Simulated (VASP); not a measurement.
# Mn (P6_3/mmc) in VASP: a series of runs

Mn is run at these levels: revPBE; tasks: single point.

Program: VASP 6.6.1. These are calculated values, not measurements. Logs are shortened: lines on timing, memory, paths and dates and some standing lists are left out, and cuts for length are marked.

## (1) The cell of the first run

Symmetry: P6_3/mmc, No. 194, hexagonal system. The conventional cell has a = 2.595 Å, b = 2.595 Å, c = 4.214 Å, α = 90.00°, β = 90.00°, γ = 120.00°. Mn (site symmetry -6m2) has 12 Mn at 2.59 to 2.60 Å within 3.4 Å.

This isn't the form of Mn at room conditions, which is a 58-atom cubic cell.

## (2) Single point, revPBE, collinear spin, antiferromagnetic start (12.29 Å³/atom)

INCAR

```
  PREC = Accurate
  ENCUT = 520
  EDIFF = 1E-7
  ISMEAR = -1
  SIGMA = 0.05
  LREAL = False
  LASPH = True
  NELM = 150
  ALGO = Normal
  ISIF = 2
  LWAVE = False
  LCHARG = False
  ISPIN = 2
  MAGMOM = 0.7 -0.7
  LORBIT = 11
  LMAXMIX = 4
  GGA = RE
  NBANDS = 24
```

KPOINTS

```
regular mesh
0
Gamma
  16 16 9
```

POSCAR

```
Mn
1.0
    2.5953049061      0.0000000000      0.0000000000
   -1.2976524530      2.2475999792      0.0000000000
    0.0000000000      0.0000000000      4.2136527776
Mn
2
Direct
    0.3333333333      0.6666666667      0.2500000000
    0.6666666667      0.3333333333      0.7500000000
```

Potentials or basis: VASP PAW PBE potentials, release 64 (Mn_pv).

Command:

```console
$ cat potpaw_PBE.64/Mn_pv/POTCAR > POTCAR
$ mpirun -np 1 vasp_std > vasp.out
```

OUTCAR:

```text
PREC = Accurate
   ENCUT = 520
   EDIFF = 1E-7
   ISMEAR = -1
   LREAL = False
   LASPH = True
   NELM = 150
   ISIF = 2
   ISPIN = 2
   LORBIT = 11
   GGA = RE

 ion  position               nearest neighbor table
   1  0.333  0.667  0.250-   2 2.59   2 2.59   2 2.59   2 2.59   2 2.59   2 2.59
   2  0.667  0.333  0.750-   1 2.59   1 2.59   1 2.59   1 2.59   1 2.59   1 2.59

  LATTYP: Found a hexagonal cell.
 ALAT       =     2.5953049061
 C/A-ratio  =     1.6235675306

  Lattice vectors:

 A1 = (   2.5953049061,   0.0000000000,   0.0000000000)
 A2 = (  -1.2976524530,   2.2475999792,   0.0000000000)
 A3 = (   0.0000000000,   0.0000000000,   4.2136527776)

Analysis of symmetry for initial positions (statically):
=====================================================================
 Subroutine PRICEL returns:
 Original cell was already a primitive cell.

 Routine SETGRP: Setting up the symmetry group for a
 hexagonal supercell.

 Subroutine GETGRP returns: Found 24 space group operations
 (whereof 12 operations were pure point group operations)
 out of a pool of 24 trial point group operations.

The static configuration has the point symmetry D_3d.
 The point group associated with its full space group is D_6h.

Analysis of symmetry for dynamics (positions and initial velocities):
=====================================================================
 Subroutine PRICEL returns:
 Original cell was already a primitive cell.

 Routine SETGRP: Setting up the symmetry group for a
 hexagonal supercell.

 Subroutine GETGRP returns: Found 24 space group operations
 (whereof 12 operations were pure point group operations)
 out of a pool of 24 trial point group operations.

The dynamic configuration has the point symmetry D_3d.
 The point group associated with its full space group is D_6h.

Analysis of structural, dynamic, and magnetic symmetry:
=====================================================================
 Subroutine PRICEL returns:
 Original cell was already a primitive cell.

 Routine SETGRP: Setting up the symmetry group for a
 hexagonal supercell.

 Subroutine GETGRP returns: Found 24 space group operations
 (whereof 12 operations were pure point group operations)
 out of a pool of 24 trial point group operations.

The overall configuration has the point symmetry D_3d.
 The point group associated with its full space group is D_6h.

 Subroutine INISYM returns: Found 24 space group operations
 (whereof 12 operations are pure point group operations),
 and found     1 'primitive' translations

----------------------------------------------------------------------------------------

                                     Primitive cell

  volume of cell :      24.5791

  direct lattice vectors                    reciprocal lattice vectors
     2.595304906  0.000000000  0.000000000     0.385311182  0.222459514  0.000000000
    -1.297652453  2.247599979  0.000000000     0.000000000  0.444919029  0.000000000
     0.000000000  0.000000000  4.213652778     0.000000000  0.000000000  0.237323779

  length of vectors
     2.595304906  2.595304906  4.213652778     0.444919029  0.444919029  0.237323779

  position of ions in fractional coordinates (direct lattice)
     0.333333333  0.666666667  0.250000000
     0.666666667  0.333333333  0.750000000

  ion indices of the primitive-cell ions
   primitive index   ion index
                 1           1
                 2           2

----------------------------------------------------------------------------------------

 KPOINTS: regular mesh

Automatic generation of k-mesh.
 Grid dimensions read from file:
 generate k-points for:   16   16    9

 Generating k-lattice:

  Cartesian coordinates                     Fractional coordinates (reciprocal lattice)
     0.024081949  0.013903720  0.000000000     0.062500000 -0.000000000  0.000000000
     0.000000000  0.027807439  0.000000000     0.000000000  0.062500000  0.000000000
     0.000000000  0.000000000  0.026369309     0.000000000  0.000000000  0.111111111

  Length of vectors
     0.027807439  0.027807439  0.026369309

  Shift w.r.t. Gamma in fractional coordinates (k-lattice)
     0.000000000  0.000000000  0.000000000

 Subroutine IBZKPT returns following result:
 ===========================================

 Found    150 irreducible k-points:

 Following reciprocal coordinates:
            Coordinates               Weight
  0.000000  0.000000  0.000000      1.000000
  0.062500  0.000000  0.000000      6.000000
  0.125000  0.000000  0.000000      6.000000
  0.187500  0.000000  0.000000      6.000000
  0.250000  0.000000  0.000000      6.000000
  0.312500  0.000000  0.000000      6.000000
[... 16 lines left out ...]
  0.187500  0.187500  0.000000      6.000000
  0.250000  0.187500  0.000000     12.000000
 [... further k-points ...]
   k-points           NKPTS =    150   k-points in BZ     NKDIM =    150   number of bands    NBANDS=     24
   number of dos      NEDOS =    301   number of ions     NIONS =      2
   total plane-waves  NPLWV =  12800
   dimension x,y,z NGX =    20 NGY =   20 NGZ =   32
   dimension x,y,z NGXF=    40 NGYF=   40 NGZF=   64
   ions per type =               2
   NGX,Y,Z   is equivalent  to a cutoff of  12.81, 12.81, 12.63 a.u.
   NGXF,Y,Z  is equivalent  to a cutoff of  25.62, 25.62, 25.25 a.u.
 SYSTEM =  unknown system
   PREC   = accura    normal or accurate (medium, high low for compatibility)
   ISTART =      0    job   : 0-new  1-cont  2-samecut
   ICHARG =      2    charge: 1-file 2-atom 10-const
   ISPIN  =      2    spin polarized calculation?
   LNONCOLLINEAR =      F non collinear calculations
   LSORBIT =      F    spin-orbit coupling
   LASPH  =      T    aspherical Exc in radial PAW
   ENCUT  =  520.0 eV  38.22 Ry    6.18 a.u.   4.83  4.83  7.83*2*pi/ulx,y,z
   NELM   =    150;   NELMIN=  2; NELMDL= -5     # of ELM steps
   EDIFF  = 0.1E-06   stopping-criterion for ELM
   LREAL  =      F    real-space projection
   EDIFFG = 0.1E-05   stopping-criterion for IOM
   NSW    =      0    number of steps for IOM
   IBRION =     -1    ionic relax: 0-MD 1-quasi-New 2-CG
   NFREE  =      0    steps in history (QN), initial steepest desc. (CG)
   ISIF   =      2    stress and relaxation
   ISYM   =      2    0-nonsym 1-usesym 2-fastsym
   POTIM  = 0.5000    time-step for ionic-motion
   TEBEG  =    0.0;   TEEND  =   0.0 temperature during run
   PSTRESS=    0.0 pullay stress
   NELECT =      26.0000    total number of electrons
   NUPDOWN=      -1.0000    fix difference up-down
   EMIN   =  10.00;   EMAX   =-10.00  energy-range for DOS
   EFERMI =   0.00;   METHOD = LEGACY
   ISMEAR =    -1;   SIGMA  =   0.05  broadening in eV -4-tet -1-fermi 0-gaus
   EFERMI_NEDOS =   21; number of points for ismear=-14 and -15
   IALGO  =     38    algorithm
   IMIX   =      4    mixing-type and parameters
     AMIX     =   0.40;   BMIX     =  1.00
     AMIX_MAG =   1.60;   BMIX_MAG =  1.00
  volume/ion in A,a.u.               =      12.29        82.93
  Fermi-wavevector in a.u.,A,eV,Ry     =   1.668056  3.152168 37.856986  2.782410
  Thomas-Fermi vector in A             =   2.753970
   LORBIT       =     11    0 simple, 1 ext, 2 COOP (PROOUT), +10 PAW based schemes
   GGA     = RE    functional components
   LHFCALC =     F    Hartree Fock is set to
   AEXX    =    0.0000 exact exchange contribution
   IVDW    =     0    specifies the selected vdW correction
   LEPSILON=     F    determine dielectric tensor
   LRPA    =     F    only Hartree local field effects (RPA)
 spin polarized calculation
  energy-cutoff  :      520.00
  volume of cell :       24.58
 maximum number of plane-waves:       679
 NGX is ok and might be reduce to    20
   NGX =  9   NGY =  9   NGZ = 15

 number of electron      25.9999989 magnetization       0.0000000

 number of electron      25.9999989 magnetization      -0.0000000

 Free energy of the ion-electron system (eV)
  ---------------------------------------------------
  ext. energy  EPLUGINS =         0.00000000
  ---------------------------------------------------
  free energy    TOTEN  =       -16.90808461 eV

  energy without entropy =      -16.88262169  energy(sigma->0) =      -16.89535315

 E-fermi :   8.8547     XC(G=0): -13.1017

 val. band max:        8.8545267696   @ k =   0.3125   0.0625   0.3333
 cond. band min:       8.8560718162   @ k =   0.1250   0.0000   0.0000
 fundamental gap:      0.0015450467
 Fermi energy:         8.8546953722

 spin component 1

 k-point     1 :       0.0000    0.0000    0.0000
  band No.  band energies     occupation
      1     -39.9149      1.00000
      2     -39.5934      1.00000
      3     -39.5934      1.00000
      4     -37.9744      1.00000
      5     -37.9494      1.00000
      6     -37.9494      1.00000
[... 16 lines left out ...]
     23      32.6732      0.00000
     24      32.6732      0.00000
[... 598 lines left out ...]
      2     -39.8464      1.00000
      3     -39.7106      1.00000
      4     -38.2381      1.00000
      5     -38.0710      1.00000
      6     -37.9532      1.00000
[... 16 lines left out ...]
     23      26.9839      0.00000
     24      27.3255      0.00000

 [... further k-points ...]

 spin component 2

 k-point     1 :       0.0000    0.0000    0.0000
  band No.  band energies     occupation
      1     -39.9149      1.00000
      2     -39.5934      1.00000
      3     -39.5934      1.00000
      4     -37.9744      1.00000
      5     -37.9494      1.00000
      6     -37.9494      1.00000
[... 16 lines left out ...]
     23      32.6732      0.00000
     24      32.6732      0.00000
[... 598 lines left out ...]
      2     -39.8464      1.00000
      3     -39.7106      1.00000
      4     -38.2381      1.00000
      5     -38.0710      1.00000
      6     -37.9532      1.00000
[... 16 lines left out ...]
     23      26.9839      0.00000
     24      27.3255      0.00000

 [... further k-points ...]

------------------------ aborting loop because EDIFF is reached ----------------------------------------

  FORCE on cell =-STRESS in cart. coord.  units (eV):
  Direction    XX          YY          ZZ          XY          YZ          ZX
  --------------------------------------------------------------------------------------
  -------------------------------------------------------------------------------------
  Total       -2.2185576     -2.2185576     -1.9039669     -0.0000000     -0.0000000      0.0000000
  in kB     -144.6155957   -144.6155957   -124.1091577     -0.0000000     -0.0000000      0.0000000
  external PRESSURE =    -137.7801164 kB  Pullay stress =       0.0000000 kB

 VOLUME and BASIS-vectors are now :
 -----------------------------------------------------------------------------
  energy-cutoff  :      520.00
  volume of cell :       24.58
      direct lattice vectors                 reciprocal lattice vectors
     2.595304906  0.000000000  0.000000000     0.385311182  0.222459514  0.000000000
    -1.297652453  2.247599979  0.000000000     0.000000000  0.444919029  0.000000000
     0.000000000  0.000000000  4.213652778     0.000000000  0.000000000  0.237323779

 POSITION                                       TOTAL-FORCE (eV/Angst)
 -----------------------------------------------------------------------------------
     -0.00000      1.49840      1.05341         0.000000     -0.000000      0.000000
      1.29765      0.74920      3.16024        -0.000000      0.000000      0.000000
 -----------------------------------------------------------------------------------
    total drift:                               -0.000000      0.000000     -0.000000

  FREE ENERGIE OF THE ION-ELECTRON SYSTEM (eV)
  ---------------------------------------------------
  free  energy   TOTEN  =       -16.9080846126 eV

  energy  without entropy=      -16.8826216855  energy(sigma->0) =      -16.89535315

 total charge

# of ion       s       p       d       tot
------------------------------------------
    1        0.379   6.316   5.055  11.750
    2        0.379   6.316   5.055  11.750
--------------------------------------------------
tot          0.758  12.632  10.110  23.500

 magnetization (x)

# of ion       s       p       d       tot
------------------------------------------
    1        0.012   0.027   1.583   1.622
    2       -0.012  -0.027  -1.583  -1.622
--------------------------------------------------
tot          0.000   0.000   0.000   0.000
```

Run time: 5.5 min. Hardware: 1 thread of Intel Xeon 8259CL, shared host; peak memory 0.24 GiB.

What came out:

* Free energy: -16.9081 eV
* Pressure: -13.8 GPa
* Band gap on the k mesh: zero (filled and empty bands overlap)
* Net moment: 0.00 μB per cell
* Site moments: Mn +1.62, -1.62 μB
* Valence electrons inside the program's atomic spheres: Mn 11.75

Caveat: the cell stands under tension; the PAW data sets were made with another functional, which shifts forces and pressure a little.

## (3) Single point, revPBE, collinear spin, antiferromagnetic start

This run uses another cell than the first one, of 10.97 Å³/atom.

INCAR

```
ALGO = Normal ; EDIFF = 1E-6
ENCUT = 520 ; GGA = RE
ISIF = 2 ; ISMEAR = -1
ISPIN = 2 ; LASPH = True
LCHARG = False ; LMAXMIX = 4
LORBIT = 11 ; LREAL = False
LWAVE = False ; MAGMOM = 0.702 -0.702
NBANDS = 24 ; NELM = 150
PREC = Accurate ; SIGMA = 0.05
```

KPOINTS

```
k-points
0
Gamma
  24 24 13
```

POSCAR

```
Mn
1.0
    2.4990927820      0.0000000000      0.0000000000
   -1.2495463910      2.1642778356      0.0000000000
    0.0000000000      0.0000000000      4.0574458969
Mn
2
Direct
    0.3333333333      0.6666666667      0.2500000000
    0.6666666667      0.3333333333      0.7500000000
```

Potentials or basis: VASP PAW PBE potentials, release 64 (Mn_pv).

Command:

```console
$ cat potpaw_PBE.64/Mn_pv/POTCAR > POTCAR
$ mpirun -np 1 vasp_std > vasp.out
```

It took 3.9 min on 1 thread of Intel Xeon 6975P-C (Granite Rapids), shared host; peak memory 0.38 GiB.

Results (log left out):

```yaml
Free_energy: -17.0450 eV
Pressure: 0.4 GPa
Band_gap_on_the_k_mesh: zero (filled and empty bands overlap)
Net_moment: 0.00 μB per cell
Site_moments: Mn +0.76, -0.76 μB
Valence_electrons_inside_the_program's_atomic_spheres: Mn 11.94
```

Levels at points of the mesh, in eV from the Fermi level:
Spin up:
| k point | band 9 | band 10 | band 11 | band 12 | band 13 | band 14 | band 15 | band 16 | band 17 | band 18 |
| --- | --- | --- | --- | --- | --- | --- | --- | --- | --- | --- |
| (0.00, 0.00, 0.00) | -1.04 | -1.04 | -0.91 | -0.30 | -0.30 | -0.04 | -0.04 | 0.64 | 1.75 | 1.75 |
| (0.50, 0.00, 0.00) | -3.60 | -1.34 | -1.14 | -0.84 | -0.37 | 1.55 | 2.01 | 2.24 | 3.49 | 5.57 |
Spin down:
| k point | band 9 | band 10 | band 11 | band 12 | band 13 | band 14 | band 15 | band 16 | band 17 | band 18 |
| --- | --- | --- | --- | --- | --- | --- | --- | --- | --- | --- |
| (0.00, 0.00, 0.00) | -1.04 | -1.04 | -0.91 | -0.30 | -0.30 | -0.04 | -0.04 | 0.64 | 1.75 | 1.75 |
| (0.50, 0.00, 0.00) | -3.60 | -1.34 | -1.14 | -0.84 | -0.37 | 1.55 | 2.01 | 2.24 | 3.49 | 5.57 |

Caveat: the PAW data sets were made with another functional, which shifts forces and pressure a little.
